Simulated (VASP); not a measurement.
A run of VASP 6.6.1:

File INCAR:

```
SYSTEM = NaF
ALGO     = Normal         ! electronic algorithm
EDIFF    = 1E-6           ! SCF threshold, eV
ENCUT    = 520            ! plane-wave cutoff, eV
GGA      = PE             ! functional
ISIF     = 2              ! what is computed and relaxed
ISMEAR   = 0              ! smearing method
LASPH    = .TRUE.         ! aspherical terms in the spheres
LCHARG   = .FALSE.        ! write CHGCAR
LREAL    = .FALSE.        ! projectors in reciprocal space
LWAVE    = .FALSE.        ! write WAVECAR
NBANDS   = 14             ! bands
NELM     = 80             ! most SCF steps
PREC     = Accurate       ! precision mode
SIGMA    = 0.01           ! smearing width, eV
```

The input KPOINTS:

```
k-points
0
G
  8 8 8
  0 0 0
```

File POSCAR:

```
NaF
1.0
    0.0000000000      2.5244804891      2.5244804891
    2.5244804891      0.0000000000      2.5244804891
    2.5244804891      2.5244804891      0.0000000000
Na F
1 1
Direct
    0.0000000000      0.0000000000      0.0000000000
    0.2500000000      0.2500000000      0.2500000000
```

Potentials or basis: VASP PAW PBE potentials, release 64 (Na_pv, F).

Run with:

```bash
$ cat potpaw_PBE.64/Na_pv/POTCAR potpaw_PBE.64/F/POTCAR > POTCAR
$ mpirun -np 1 vasp_std > vasp.out
```

Hardware: 1 thread of AMD EPYC 7R13 (shared host).

Problem. How long does it take, and how much memory?

Solution. Run time: 30 s on 1 thread of AMD EPYC 7R13 (shared host), peak memory 0.12 GiB. Counts: scf iterations 13, k points 29.
